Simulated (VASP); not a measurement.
Ni:

```xyz
2
Lattice="0.0000 1.7691 1.7691 1.7691 0.0000 1.7691 3.5382 3.5382 0.0000" Properties=species:S:1:pos:R:3 pbc="T T T"
Ni    0.0000    0.0000    0.0000
Ni    1.7691    1.7691    0.0000
```

Base run:

* Program: VASP 6.6.1
* Functional: r2SCAN
* Potentials or basis: VASP PAW PBE potentials, release 64 (Ni)
* Cutoff: 520 eV
* k mesh: 14 × 14 × 7
* Occupations: fermi-dirac, width 0.1 eV
* Spin: no spin polarisation

Its results: pressure -11.5 GPa.

The run is repeated on the same cell with these changes: spin from no spin polarisation to collinear spin, ferromagnetic start; further incar settings from ALGO = Normal; EDIFF = 1e-07; NBANDS = 17 to ALGO = Normal; EDIFF = 1e-06; NBANDS = 21. What comes out?

Pressure -9.2 GPa; net moment 1.49 μB per cell; site moments Ni +0.77 μB.

Caveats: the PAW data sets were made with another functional, which shifts forces and pressure a little.
